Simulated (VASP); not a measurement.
Wanted: the native input for a VASP 6.6.1 run.

```
Task                   : relaxation of cell and atoms
Functional             : PBE
Potentials or basis    : VASP PAW PBE potentials, release 64 (K_sv, Pt, O)
Cutoff                 : 600 eV
k mesh                 : 6 × 6 × 4
Occupations            : gaussian, width 0.1 eV
Spin                   : no spin polarisation
Dipole correction      : no
Further INCAR settings : ALGO = Normal; EDIFF = 1e-07; IBRION = 2; EDIFFG = -0.04; NSW = 90; ISIF = 3
```

The structure of K2PtO2 lies in POSCAR:

```
K2PtO2
1.0
    4.4691406759      0.0000000000      0.0000000000
   -2.2345703379      3.8703893585      0.0000000000
    0.0000000000      0.0000000000      6.1153349347
K Pt O
2 1 2
Direct
    0.3333333333      0.6666666667      0.7663000000
    0.6666666667      0.3333333333      0.2337000000
    0.0000000000      0.0000000000      0.0000000000
    0.3333333333      0.6666666667      0.5744000000
    0.6666666667      0.3333333333      0.4256000000
```

These files were run (other wordings do the same):

INCAR

```
SYSTEM = K2PtO2
  PREC = Accurate
  ENCUT = 600
  EDIFF = 1E-7
  ISMEAR = 0
  SIGMA = 0.1
  LREAL = .FALSE.
  LASPH = .TRUE.
  NELM = 100
  ALGO = Normal
  ISIF = 3
  LWAVE = .FALSE.
  LCHARG = .FALSE.
  GGA = PE
  IBRION = 2
  NSW = 90
  EDIFFG = -0.04
```

KPOINTS

```
regular mesh
0
G
  6 6 4
  0 0 0
```

Potentials or basis: VASP PAW PBE potentials, release 64 (K_sv, Pt, O).

Command:

```console
$ cat potpaw_PBE.64/K_sv/POTCAR potpaw_PBE.64/Pt/POTCAR potpaw_PBE.64/O/POTCAR > POTCAR
$ mpirun -np 1 vasp_std > vasp.out
```

It gave:

```json
{
 "Relaxed volume": "19.53 Å³/atom",
 "Relaxed cell": "a = 3.662 Å, b = 3.662 Å, c = 8.406 Å, α = 90.00°, β = 90.00°, γ = 120.00°",
 "Space group after relaxing (to 0.1 Å)": "P-3m1 (No. 164)",
 "Pressure after relaxing": "0.0 GPa",
 "Largest force after relaxing": "0.016 eV/Å",
 "Band gap on the k mesh": "zero (bands 20 and 21 overlap by 0.02 eV)"
}
```

Caveat: a cell axis changed by over 15 % at a fixed basis, so the end point is rough; spin-orbit coupling is left out, which moves the levels of the heavy elements.

It took 60 min on 1 thread of Intel(R) Xeon(R) Platinum 8259CL CPU @ 2.50GHz (Skylake/Cascade Lake), with other jobs on the host, peak memory 0.31 GiB.
